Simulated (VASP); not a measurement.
Wanted: the native input for a VASP 6.6.1 run.

* Task: single point
* Functional: PBE
* Potentials or basis: VASP PAW PBE potentials, release 64 (Ag, Cl)
* Cutoff: 520 eV
* k mesh: 9 × 9 × 8
* Occupations: fermi-dirac, width 0.03 eV
* Spin: no spin polarisation
* Dipole correction: no
* Further INCAR settings: ALGO = Normal; EDIFF = 1e-06; NBANDS = 26

The structure of AgCl lies in POSCAR:

```
AgCl
1.0
    1.8147824119     -5.3898973787      0.0000000000
    1.8147824119      5.3898973787      0.0000000000
    0.0000000000      0.0000000000      3.9240373500
Ag Cl
2 2
Direct
    0.3965554000      0.6034446000      0.7500000000
    0.6034446000      0.3965554000      0.2500000000
    0.8654487300      0.1345512700      0.2500000000
    0.1345512700      0.8654487300      0.7500000000
```

This cell differs from its parent crystal: equal xx and yy strain of -3 %.

These files were run (other wordings do the same):

INCAR

```
PREC     = Accurate       # precision mode
ENCUT    = 520            # plane-wave cutoff, eV
EDIFF    = 1E-6           # SCF threshold, eV
ISMEAR   = -1             # smearing method
SIGMA    = 0.03           # smearing width, eV
LREAL    = False          # projectors in reciprocal space
LASPH    = True           # aspherical terms in the spheres
NELM     = 60             # most SCF steps
ALGO     = Normal         # electronic algorithm
ISIF     = 2              # what is computed and relaxed
LWAVE    = False          # write WAVECAR
LCHARG   = False          # write CHGCAR
GGA      = PE             # functional
NBANDS   = 26             # bands
```

KPOINTS

```
regular mesh
0
Gamma
  9 9 8
```

Potentials or basis: VASP PAW PBE potentials, release 64 (Ag, Cl).

The run is started by

```sh
$ cat potpaw_PBE.64/Ag/POTCAR potpaw_PBE.64/Cl/POTCAR > POTCAR
$ mpirun -np 1 vasp_std > vasp.out
```

Results of the run:

The pressure is 5.2 GPa, the largest force is 0.035 eV/Å and the band gap on the k mesh is 0.50 eV (least direct gap 2.02 eV).

Caveat: the cell differs from its parent crystal (equal xx and yy strain of -3 %); the cell stands under pressure; semilocal functionals underestimate gaps, and a narrow one can read as zero.

Wall time 2.8 min on 1 thread of Intel(R) Xeon(R) Platinum 8488C (Sapphire Rapids), on a shared host, peak memory 0.36 GiB.
